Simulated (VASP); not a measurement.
# SrO (P6/mmm) in VASP: a series of runs, part 3 of 3

VASP 6.6.1.

### 4 Single point, PBE

Input file INCAR:

```
SYSTEM = SrO
  ALGO = Normal
  EDIFF = 1E-6
  ENCUT = 520
  GGA = PE
  ISIF = 2
  ISMEAR = 0
  LASPH = .True.
  LCHARG = .False.
  LREAL = .False.
  LWAVE = .False.
  NBANDS = 24
  NELM = 60
  PREC = Accurate
  SIGMA = 0.1
```

Input file KPOINTS:

```
k-points
0
Gamma
  12 12 8
  0 0 0
```

Input file POSCAR:

```
SrO
1.0
    3.9426612778      0.0000000000      0.0000000000
   -1.9713306389      3.4144448251      0.0000000000
    0.0000000000      0.0000000000      7.2129608148
Sr O
2 2
Direct
    0.0000000000      0.0000000000      0.8054037918
    0.0000000000      0.0000000000      0.1945962082
    0.3333333333      0.6666666667      0.0000000000
    0.6666666667      0.3333333333      0.0000000000
```

Potentials or basis: VASP PAW PBE potentials, release 64 (Sr_sv, O).

Command:

```bash
$ cat potpaw_PBE.64/Sr_sv/POTCAR potpaw_PBE.64/O/POTCAR > POTCAR
$ mpirun -np 1 vasp_std > vasp.out
```

OUTCAR:

```text
SYSTEM = SrO
   EDIFF = 1E-6
   ENCUT = 520
   GGA = PE
   ISIF = 2
   ISMEAR = 0
   LASPH = .True.
   LREAL = .False.
   NELM = 60
   PREC = Accurate

 ion  position               nearest neighbor table
   1  0.000  0.000  0.805-   3 2.67   4 2.67   4 2.67   3 2.67   4 2.67   3 2.67   2 2.81   2 4.41
                             2 4.84   2 4.84   2 4.84   2 4.84   2 4.84   2 4.84
   2  0.000  0.000  0.195-   3 2.67   4 2.67   4 2.67   3 2.67   4 2.67   3 2.67   1 2.81   1 4.41
                             1 4.84   1 4.84   1 4.84   1 4.84   1 4.84   1 4.84
   3  0.333  0.667  0.000-   1 2.67   2 2.67   1 2.67   2 2.67   1 2.67   2 2.67
   4  0.667  0.333  0.000-   1 2.67   2 2.67   1 2.67   2 2.67   1 2.67   2 2.67

  LATTYP: Found a hexagonal cell.
 ALAT       =     3.9426612778
 C/A-ratio  =     1.8294650001

  Lattice vectors:

 A1 = (   3.9426612778,   0.0000000000,   0.0000000000)
 A2 = (  -1.9713306389,   3.4144448251,   0.0000000000)
 A3 = (   0.0000000000,   0.0000000000,   7.2129608148)

Analysis of symmetry for initial positions (statically):
=====================================================================
 Subroutine PRICEL returns:
 Original cell was already a primitive cell.

 Routine SETGRP: Setting up the symmetry group for a
 hexagonal supercell.

 Subroutine GETGRP returns: Found 24 space group operations
 (whereof 24 operations were pure point group operations)
 out of a pool of 24 trial point group operations.

The static configuration has the point symmetry D_6h.

Analysis of symmetry for dynamics (positions and initial velocities):
=====================================================================
 Subroutine PRICEL returns:
 Original cell was already a primitive cell.

 Routine SETGRP: Setting up the symmetry group for a
 hexagonal supercell.

 Subroutine GETGRP returns: Found 24 space group operations
 (whereof 24 operations were pure point group operations)
 out of a pool of 24 trial point group operations.

The dynamic configuration has the point symmetry D_6h.

 Subroutine INISYM returns: Found 24 space group operations
 (whereof 24 operations are pure point group operations),
 and found     1 'primitive' translations

----------------------------------------------------------------------------------------

                                     Primitive cell

  volume of cell :      97.1009

  direct lattice vectors                    reciprocal lattice vectors
     3.942661278  0.000000000  0.000000000     0.253635788  0.146436690  0.000000000
    -1.971330639  3.414444825  0.000000000     0.000000000  0.292873381  0.000000000
     0.000000000  0.000000000  7.212960815     0.000000000  0.000000000  0.138639322

  length of vectors
     3.942661278  3.942661278  7.212960815     0.292873381  0.292873381  0.138639322

  position of ions in fractional coordinates (direct lattice)
     0.000000000  0.000000000  0.805403792
     0.000000000  0.000000000  0.194596208
     0.333333333  0.666666667  0.000000000
     0.666666667  0.333333333  0.000000000

  ion indices of the primitive-cell ions
   primitive index   ion index
                 1           1
                 2           2
                 3           3
                 4           4

----------------------------------------------------------------------------------------

 KPOINTS: k-points

Automatic generation of k-mesh.
 Grid dimensions read from file:
 generate k-points for:   12   12    8

 Generating k-lattice:

  Cartesian coordinates                     Fractional coordinates (reciprocal lattice)
     0.021136316  0.012203058  0.000000000     0.083333333  0.000000000  0.000000000
     0.000000000  0.024406115  0.000000000     0.000000000  0.083333333  0.000000000
     0.000000000  0.000000000  0.017329915     0.000000000  0.000000000  0.125000000

  Length of vectors
     0.024406115  0.024406115  0.017329915

  Shift w.r.t. Gamma in fractional coordinates (k-lattice)
     0.000000000  0.000000000  0.000000000

 Subroutine IBZKPT returns following result:
 ===========================================

 Found     95 irreducible k-points:

 Following reciprocal coordinates:
            Coordinates               Weight
  0.000000  0.000000  0.000000      1.000000
  0.083333  0.000000  0.000000      6.000000
  0.166667  0.000000  0.000000      6.000000
  0.250000  0.000000  0.000000      6.000000
  0.333333  0.000000  0.000000      6.000000
  0.416667  0.000000  0.000000      6.000000
[... 16 lines left out ...]
  0.250000  0.000000  0.125000     12.000000
  0.333333  0.000000  0.125000     12.000000
 [... further k-points ...]
   k-points           NKPTS =     95   k-points in BZ     NKDIM =     95   number of bands    NBANDS=     24
   number of dos      NEDOS =    301   number of ions     NIONS =      4
   total plane-waves  NPLWV =  48600
   dimension x,y,z NGX =    30 NGY =   30 NGZ =   54
   dimension x,y,z NGXF=    60 NGYF=   60 NGZF=  108
   ions per type =               2   2
   NGX,Y,Z   is equivalent  to a cutoff of  12.65, 12.65, 12.45 a.u.
   NGXF,Y,Z  is equivalent  to a cutoff of  25.30, 25.30, 24.89 a.u.
 SYSTEM =  SrO
   PREC   = accura    normal or accurate (medium, high low for compatibility)
   ISTART =      0    job   : 0-new  1-cont  2-samecut
   ICHARG =      2    charge: 1-file 2-atom 10-const
   ISPIN  =      1    spin polarized calculation?
   LNONCOLLINEAR =      F non collinear calculations
   LSORBIT =      F    spin-orbit coupling
   LASPH  =      T    aspherical Exc in radial PAW
   ENCUT  =  520.0 eV  38.22 Ry    6.18 a.u.   7.33  7.33 13.41*2*pi/ulx,y,z
   NELM   =     60;   NELMIN=  2; NELMDL= -5     # of ELM steps
   EDIFF  = 0.1E-05   stopping-criterion for ELM
   LREAL  =      F    real-space projection
   EDIFFG = 0.1E-04   stopping-criterion for IOM
   NSW    =      0    number of steps for IOM
   IBRION =     -1    ionic relax: 0-MD 1-quasi-New 2-CG
   NFREE  =      0    steps in history (QN), initial steepest desc. (CG)
   ISIF   =      2    stress and relaxation
   ISYM   =      2    0-nonsym 1-usesym 2-fastsym
   POTIM  = 0.5000    time-step for ionic-motion
   TEBEG  =    0.0;   TEEND  =   0.0 temperature during run
   PSTRESS=    0.0 pullay stress
   NELECT =      32.0000    total number of electrons
   NUPDOWN=      -1.0000    fix difference up-down
   EMIN   =  10.00;   EMAX   =-10.00  energy-range for DOS
   EFERMI =   0.00;   METHOD = LEGACY
   ISMEAR =     0;   SIGMA  =   0.10  broadening in eV -4-tet -1-fermi 0-gaus
   EFERMI_NEDOS =   21; number of points for ismear=-14 and -15
   IALGO  =     38    algorithm
   IMIX   =      4    mixing-type and parameters
     AMIX     =   0.40;   BMIX     =  1.00
     AMIX_MAG =   1.60;   BMIX_MAG =  1.00
  volume/ion in A,a.u.               =      24.28       163.82
  Fermi-wavevector in a.u.,A,eV,Ry     =   1.130795  2.136892 17.397725  1.278697
  Thomas-Fermi vector in A             =   2.267492
   LORBIT       =      0    0 simple, 1 ext, 2 COOP (PROOUT), +10 PAW based schemes
   GGA     = PE    functional components
   LHFCALC =     F    Hartree Fock is set to
   AEXX    =    0.0000 exact exchange contribution
   IVDW    =     0    specifies the selected vdW correction
   LEPSILON=     F    determine dielectric tensor
   LRPA    =     F    only Hartree local field effects (RPA)
 non-spin polarized calculation
 Gauss-broadening in eV      SIGMA  =   0.10
  energy-cutoff  :      520.00
  volume of cell :       97.10
 maximum number of plane-waves:      2649
 NGX is ok and might be reduce to    30
   NGX = 15   NGY = 15   NGZ = 27

 number of electron      31.9999982 magnetization

 Free energy of the ion-electron system (eV)
  ---------------------------------------------------
  ext. energy  EPLUGINS =         0.00000000
  ---------------------------------------------------
  free energy    TOTEN  =       -18.34724316 eV

  energy without entropy =      -18.33141384  energy(sigma->0) =      -18.33932850

 E-fermi :   2.1194     XC(G=0):  -8.4448

 val. band max:        2.1145932476   @ k =   0.4167   0.0000   0.5000
 cond. band min:       2.1298653405   @ k =   0.3333   0.0833   0.2500
 fundamental gap:      0.0152720930
 Fermi energy:         2.1193726822

 k-point     1 :       0.0000    0.0000    0.0000
  band No.  band energies     occupation
      1     -33.2941      2.00000
      2     -33.0319      2.00000
      3     -17.0823      2.00000
      4     -15.0745      2.00000
      5     -15.0745      2.00000
      6     -14.8317      2.00000
[... 637 lines left out ...]
     23       8.1326      0.00000
     24       8.1979      0.00000

 [... further k-points ...]
[... 5 lines left out ...]
  --------------------------------------------------------------------------------------
  -------------------------------------------------------------------------------------
  Total        0.1275312      0.1275312      0.1920321     -0.0000000      0.0000000     -0.0000000
  in kB        2.1042817      2.1042817      3.1685558     -0.0000000      0.0000000     -0.0000000
  external PRESSURE =       2.4590398 kB  Pullay stress =       0.0000000 kB

 VOLUME and BASIS-vectors are now :
 -----------------------------------------------------------------------------
  energy-cutoff  :      520.00
  volume of cell :       97.10
      direct lattice vectors                 reciprocal lattice vectors
     3.942661278  0.000000000  0.000000000     0.253635788  0.146436690  0.000000000
    -1.971330639  3.414444825  0.000000000     0.000000000  0.292873381  0.000000000
     0.000000000  0.000000000  7.212960815     0.000000000  0.000000000  0.138639322

 POSITION                                       TOTAL-FORCE (eV/Angst)
 -----------------------------------------------------------------------------------
      0.00000      0.00000      5.80935        -0.000000      0.000000     -0.098084
      0.00000      0.00000      1.40361         0.000000     -0.000000      0.098084
     -0.00000      2.27630      0.00000         0.000000     -0.000000      0.000000
      1.97133      1.13815      0.00000        -0.000000      0.000000     -0.000000
 -----------------------------------------------------------------------------------
    total drift:                               -0.000000      0.000000      0.000000

  FREE ENERGIE OF THE ION-ELECTRON SYSTEM (eV)
  ---------------------------------------------------
  free  energy   TOTEN  =       -18.3472431564 eV

  energy  without entropy=      -18.3314138393  energy(sigma->0) =      -18.33932850
```

OSZICAR:

```text
N       E                     dE             d eps       ncg     rms          rms(c)
DAV:   1     0.202083256938E+03    0.20208E+03   -0.15831E+04  4560   0.121E+03
DAV:   2    -0.114717687955E+02   -0.21356E+03   -0.19662E+03  6128   0.281E+02
DAV:   3    -0.278073863521E+02   -0.16336E+02   -0.16200E+02  7320   0.708E+01
DAV:   4    -0.282599722881E+02   -0.45259E+00   -0.45222E+00  6464   0.102E+01
DAV:   5    -0.282704402206E+02   -0.10468E-01   -0.10467E-01  6624   0.124E+00    0.215E+01
DAV:   6    -0.200814277432E+02    0.81890E+01   -0.31921E+01  4776   0.300E+01    0.284E+01
DAV:   7    -0.187403896660E+02    0.13410E+01   -0.58276E+00  5360   0.126E+01    0.117E+01
DAV:   8    -0.191819172717E+02   -0.44153E+00   -0.14102E+00  5824   0.817E+00    0.924E+00
DAV:   9    -0.183550413937E+02    0.82688E+00   -0.13486E+00  5440   0.579E+00    0.242E+00
DAV:  10    -0.183618879888E+02   -0.68466E-02   -0.80865E-02  5736   0.157E+00    0.181E+00
DAV:  11    -0.183591617366E+02    0.27263E-02   -0.62886E-03  6640   0.452E-01    0.102E+00
DAV:  12    -0.183478840025E+02    0.11278E-01   -0.14256E-02  5648   0.745E-01    0.306E-01
DAV:  13    -0.183473114841E+02    0.57252E-03   -0.11974E-03  5952   0.203E-01    0.121E-01
DAV:  14    -0.183473485040E+02   -0.37020E-04   -0.60946E-04  5600   0.154E-01    0.104E-01
DAV:  15    -0.183472432042E+02    0.10530E-03   -0.17635E-04  5800   0.839E-02    0.339E-02
DAV:  16    -0.183472431564E+02    0.47857E-07   -0.96811E-06  5672   0.194E-02
   1 F= -.18347243E+02 E0= -.18339328E+02  d E =-.158293E-01
```

stdout:

```text
POSCAR found type information on POSCAR SrO
 POSCAR found :  2 types and       4 ions
 scaLAPACK will be used
 LDA part: xc-table for (Slater+PW92), standard interpolation
 POSCAR, INCAR and KPOINTS ok, starting setup
 FFT: planning ... GRIDC
 FFT: planning ... GRID_SOFT
 FFT: planning ... GRID
 WAVECAR not read
 entering main loop
```

Run time: 1.9 min. Hardware: 1 thread of Intel Xeon 6975P-C (Granite Rapids), shared host; peak memory 0.33 GiB.

What came out:

```yaml
Free_energy: -18.3472 eV
Pressure: 0.2 GPa
Largest_force: 0.098 eV/Å
Band_gap_on_the_k_mesh: zero (band 16 reaches 2.86 eV, above the bottom of band 17 at 1.10 eV)
```

Forces in eV/Å, atoms in the order of the input:
```
Sr   0.000  0.000 -0.098
Sr   0.000  0.000  0.098
O    0.000  0.000  0.000
O    0.000  0.000  0.000
```

Levels at points of the mesh, in eV from the Fermi level:
| k point | band 12 | band 13 | band 14 | band 15 | band 16 | band 17 | band 18 | band 19 | band 20 | band 21 |
| --- | --- | --- | --- | --- | --- | --- | --- | --- | --- | --- |
| (0.00, 0.00, 0.00) | -3.96 | -3.96 | -1.72 | -1.22 | -1.02 | -1.02 | 1.97 | 2.92 | 4.42 | 4.42 |
| (0.50, 0.00, 0.00) | -3.08 | -2.71 | -2.58 | -0.83 | 0.08 | 0.65 | 1.09 | 2.61 | 3.61 | 4.33 |
| (0.00, 0.00, 0.50) | -3.96 | -3.96 | -1.22 | -1.01 | -1.01 | -0.99 | 1.13 | 3.58 | 4.27 | 4.27 |
| (0.50, 0.00, 0.50) | -3.04 | -2.74 | -2.58 | -0.79 | 0.08 | 0.82 | 1.67 | 2.87 | 2.93 | 4.24 |

### 5 Single point, PBE, collinear spin, ferromagnetic start

This run uses another cell than the first one, of 24.41 Å³/atom, 1.005 times its volume.

Input file INCAR:

```
SYSTEM = SrO
ALGO = Normal
EDIFF = 1E-7
ENCUT = 520
GGA = PE
ISIF = 2
ISMEAR = 0
ISPIN = 2
LASPH = .TRUE.
LCHARG = .FALSE.
LORBIT = 11
LREAL = .FALSE.
LWAVE = .FALSE.
MAGMOM = 0 0 1 1
NBANDS = 28
NELM = 150
PREC = Accurate
SIGMA = 0.1
```

Input file KPOINTS:

```
k-points
0
G
  6 6 4
  0 0 0
```

Input file POSCAR:

```
SrO
1.0
    3.9412472974      0.0000000000      0.0000000000
   -1.9706236487      3.4132202822      0.0000000000
    0.0000000000      0.0000000000      7.2577164436
Sr O
2 2
Direct
    0.0000000000      0.0000000000      0.8064860410
    0.0000000000      0.0000000000      0.1935139590
    0.3333333333      0.6666666667      0.0000000000
    0.6666666667      0.3333333333      0.0000000000
```

Command:

```bash
$ cat potpaw_PBE.64/Sr_sv/POTCAR potpaw_PBE.64/O/POTCAR > POTCAR
$ mpirun -np 1 vasp_std > vasp.out
```

Run time: 84 s. Hardware: 1 thread of Intel Xeon 6975P-C (Granite Rapids), shared host; peak memory 0.3 GiB.

The run converged. Its results:

| Property | Result |
| --- | --- |
| Free energy | -18.3691 eV |
| Pressure | 0.2 GPa |
| Largest force | 0.065 eV/Å |
| Band gap on the k mesh | zero (filled and empty bands overlap) |
| Net moment | 0.00 μB per cell |
| Valence electrons inside the program's atomic spheres | Sr 8.02; O 4.87 |

Forces in eV/Å, atoms in the order of the input:
```
Sr   0.000  0.000 -0.065
Sr   0.000  0.000  0.065
O    0.000  0.000  0.000
O    0.000  0.000  0.000
```

Stress tensor (GPa, compression positive):
```
0.26 0.00 0.00
0.00 0.26 0.00
0.00 0.00 0.06
```

Levels at points of the mesh, in eV from the Fermi level:
Spin up:
```csv
k point,band 13,band 14,band 15,band 16,band 17,band 18,band 19,band 20,band 21,band 22
"(0.00, 0.00, 0.00)",-3.83,-1.61,-1.09,-0.89,-0.89,2.08,2.97,4.53,4.53,5.54
"(0.50, 0.00, 0.00)",-2.58,-2.45,-0.70,0.21,0.77,1.20,2.73,3.65,4.42,4.72
"(0.00, 0.00, 0.50)",-3.83,-1.09,-0.89,-0.88,-0.88,1.20,3.63,4.38,4.38,4.86
"(0.50, 0.00, 0.50)",-2.61,-2.46,-0.66,0.21,0.94,1.77,2.96,2.99,4.31,4.70
```
Spin down:
```
           k point  band 14  band 15  band 16  band 17  band 18  band 19  band 20  band 21
(0.00, 0.00, 0.00)    -1.61    -1.09    -0.89    -0.89     2.08     2.97     4.53     4.53
(0.50, 0.00, 0.00)    -2.45    -0.70     0.21     0.77     1.20     2.73     3.65     4.42
(0.00, 0.00, 0.50)    -1.09    -0.89    -0.88    -0.88     1.20     3.63     4.38     4.38
(0.50, 0.00, 0.50)    -2.46    -0.66     0.21     0.94     1.77     2.96     2.99     4.31
```

### 6 The runs side by side

| task | spin | cell | k mesh | cutoff (eV) | gap on the mesh (eV) | pressure (GPa) | largest force (eV/Å) |
| --- | --- | --- | --- | --- | --- | --- | --- |
| single point | off | a = 3.943, b = 3.943, c = 7.213 Å, angles 90.0, 90.0, 120.0°, 4 atoms | 12 × 12 × 6 | 520 | none | 0.3 | 0.10 |
| relaxation of cell and atoms | off | relaxed from a = 3.941, b = 3.941, c = 7.258 Å, angles 90.0, 90.0, 120.0°, 4 atoms | 6 × 6 × 4 | 600 | none | -0.1 | 0.02 |
| single point | off | a = 3.943, b = 3.943, c = 7.213 Å, angles 90.0, 90.0, 120.0°, 4 atoms | 12 × 12 × 8 | 520 | none | 0.2 | 0.10 |
| single point | collinear, ferromagnetic start | a = 3.941, b = 3.941, c = 7.258 Å, angles 90.0, 90.0, 120.0°, 4 atoms | 6 × 6 × 4 | 520 | none | 0.2 | 0.07 |

Alike in all rows: level PBE; potentials or basis VASP PAW PBE potentials, release 64 (Sr_sv, O); smearing gaussian 0.1 eV.

Total energies depend on the potentials used, so only differences within one code and one set of settings carry meaning.
